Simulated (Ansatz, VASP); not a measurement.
Given: the input of a run of VASP 6.6.1 on AlN.

The input INCAR:

```
SYSTEM = AlN
ALGO     = Normal         ! electronic algorithm
EDIFF    = 1E-6           ! SCF threshold, eV
ENCUT    = 520            ! plane-wave cutoff, eV
GGA      = PE             ! functional
ISIF     = 2              ! what is computed and relaxed
ISMEAR   = 0              ! smearing method
LASPH    = .TRUE.         ! aspherical terms in the spheres
LCHARG   = .FALSE.        ! write CHGCAR
LREAL    = .FALSE.        ! projectors in reciprocal space
LWAVE    = .FALSE.        ! write WAVECAR
NBANDS   = 11             ! bands
NELM     = 60             ! most SCF steps
PREC     = Accurate       ! precision mode
SIGMA    = 0.028000000000000004 ! smearing width, eV
```

The input KPOINTS:

```
k-points
0
G
  10 10 10
  0 0 0
```

File POSCAR:

```
AlN
1.0
    0.0000000000      2.1839935596      2.1839935596
    2.1839935596      0.0000000000      2.1839935596
    2.1839935596      2.1839935596      0.0000000000
Al N
1 1
Direct
    0.0000000000      0.0000000000      0.0000000000
    0.2500000000      0.2500000000      0.2500000000
```

Potentials or basis: VASP PAW PBE potentials, release 64 (Al, N).

Run with:

```bash
$ cat potpaw_PBE.64/Al/POTCAR potpaw_PBE.64/N/POTCAR > POTCAR
$ mpirun -np 1 vasp_std > vasp.out
```

**Question.** Translate it to Ansatz 0.2.0. Potentials there: all-electron LAPW, scalar-relativistic.

**Answer.** As run (the cutoff follows the program's own potentials):

Contents of input.yaml:

```yaml
crystal:
  lattice:
    - [0.0, 2.1839935596, 2.1839935596]
    - [2.1839935596, 0.0, 2.1839935596]
    - [2.1839935596, 2.1839935596, 0.0]
  atoms:
    - { symbol: Al, position: [0.0, 0.0, 0.0] }
    - { symbol: "N", position: [0.25, 0.25, 0.25] }
kpoints:
  mp_grid: { grid: [10, 10, 10] }
scf:
  occupations: { method: gaussian, width: 0.028 }
hamiltonian:
  xc: pbe
  pseudopotentials: { kind: all_electron, lapw: { basis_error: 0.001 } }
output:
  forces: true
  stress: true
  eigenvalues: true
```

Potentials or basis: all-electron LAPW, scalar-relativistic.

The run is started by

```bash
$ ansatz run input.yaml --threads 1 --pin off --max-ram 3072MiB --backend cpu --events-out ev --progress --plain --runs-dir out
```

Both were run:

|  | VASP | Ansatz | Ansatz less VASP |
| --- | --- | --- | --- |
| gap on the k mesh at the Fermi level (eV) | 3.32 | 3.32 | 0.000 |
| least direct gap on the mesh (eV) | 4.20 | 4.19 | -0.004 |
| pressure (GPa) | 4.6 | 4.8 | +0.17 |

Ansatz ran all-electron here, and VASP with PAW potentials.
